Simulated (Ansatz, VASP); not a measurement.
CuF in VASP and in Ansatz

```
Cu F
1.0
     2.78989    0.00000    0.00000
    -1.39494    2.41612    0.00000
     0.00000    0.00000    6.46537
Cu F
2 2
Direct
  0.00000 0.00000 0.00000
  0.00000 0.00000 0.50000
  0.33333 0.66667 0.25000
  0.66667 0.33333 0.75000
```

Alike in both runs: task single point; functional r2SCAN; k mesh 9 × 9 × 4; occupations fermi-dirac, width 0.02 eV; no spin polarisation.

```csv
,VASP,Ansatz
version,VASP 6.6.1,Ansatz 0.2.0
potentials or method,"VASP PAW PBE potentials, release 64 (Cu, F)","plane waves, PAW"
plane-wave cutoff (eV),520,500
valence electrons in the cell,36,52
```

```tsv
	VASP	Ansatz	Ansatz less VASP
pressure (GPa)	-3.1	-3.1	-0.04
traceless stress, the component that is largest in VASP (GPa)	-1.19	-1.38	-0.190
```

VASP's potentials were made for PBE, not for r2SCAN. VASP's potentials hold 36 valence electrons a cell and Ansatz's 52, so a difference there can come from the potentials and not from the codes.
